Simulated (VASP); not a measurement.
A run of VASP 6.6.1 is set up as follows.

INCAR

```
PREC = Accurate
ENCUT = 520
EDIFF = 1E-7
ISMEAR = 0
SIGMA = 0.1
LREAL = F
LASPH = T
NELM = 60
ALGO = Normal
ISIF = 2
LWAVE = F
LCHARG = F
GGA = PE
NBANDS = 72
```

Contents of KPOINTS:

```
Automatic mesh
0
Gamma
  2 4 4
```

POSCAR

```
Te2Pb3Se
1.0
   13.7166414619      0.0000000000      0.0000000000
    0.0000000000      6.5325851711      0.0000000000
    0.0000000000      0.0000000000      4.5157563605
Te Pb Se
4 6 2
Direct
    0.8290056823      0.2499979809      0.7409988640
    0.1709943177      0.2499979809      0.7409988640
    0.6709943177      0.7500020191      0.2409988640
    0.3290056823      0.7500020191      0.2409988640
    0.8433827410      0.7502970990      0.7602753178
    0.5000000000      0.7776537204      0.7563385930
    0.1566172590      0.7502970990      0.7602753178
    0.0000000000      0.2223462796      0.2563385930
    0.6566172590      0.2497029010      0.2602753178
    0.3433827410      0.2497029010      0.2602753178
    0.5000000000      0.2383477096      0.7417758111
    0.0000000000      0.7616522904      0.2417758111
```

Potentials or basis: VASP PAW PBE potentials, release 64 (Te, Pb_d, Se).

Command:

```sh
$ cat potpaw_PBE.64/Te/POTCAR potpaw_PBE.64/Pb_d/POTCAR potpaw_PBE.64/Se/POTCAR > POTCAR
$ mpirun -np 1 vasp_std > vasp.out
```

**Question.** What does it give for the largest force?

**Answer.** 0.037 eV/Å.

**Question.** Estimate the band gap on the k mesh.

**Answer.** 0.69 eV (least direct gap 0.73 eV).

Stress tensor (GPa, compression positive):
```
 0.20  0.00  0.00
 0.00 -0.40  0.00
 0.00  0.00  0.64
```

Caveat: spin-orbit coupling is left out, which moves the levels of the heavy elements. A k mesh can miss the band edges.
